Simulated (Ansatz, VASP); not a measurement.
**One calculation of Cu, two programs**

```
Cu
1.0
    -1.26030   -2.18290    0.00000
     1.26030   -2.18290    0.00000
     0.00000    0.00000   12.34957
Cu
6
Direct
  0.66667 0.66667 0.08333
  0.66667 0.66667 0.41667
  0.66667 0.66667 0.75000
  0.33333 0.33333 0.25000
  0.33333 0.33333 0.58333
  0.33333 0.33333 0.91667
```

Alike in both runs: task single point; functional PBEsol; k mesh 27 × 27 × 5; occupations gaussian, width 0.15 eV; no spin polarisation.

|  | VASP | Ansatz |
| --- | --- | --- |
| version | VASP 6.6.1 | Ansatz 0.2.0 |
| potentials or method | VASP PAW PBE potentials, release 64 (Cu), cutoff 520 eV | scalar-relativistic, plane waves, PAW |
| valence electrons in the cell | 66 | 114 |

```tsv
	VASP	Ansatz	Ansatz less VASP
gap on the k mesh at the Fermi level (eV)	none	none	-
pressure (GPa)	1.1	0.0	-1.13
traceless stress, the component that is largest in VASP (GPa)	0.84	0.87	+0.036
```

VASP's potentials were made for PBE, not for PBEsol. A gap of «none» marks a metal or a gap that the smearing closes. VASP's potentials hold 66 valence electrons a cell and Ansatz's 114, so a difference there can come from the potentials and not from the codes.
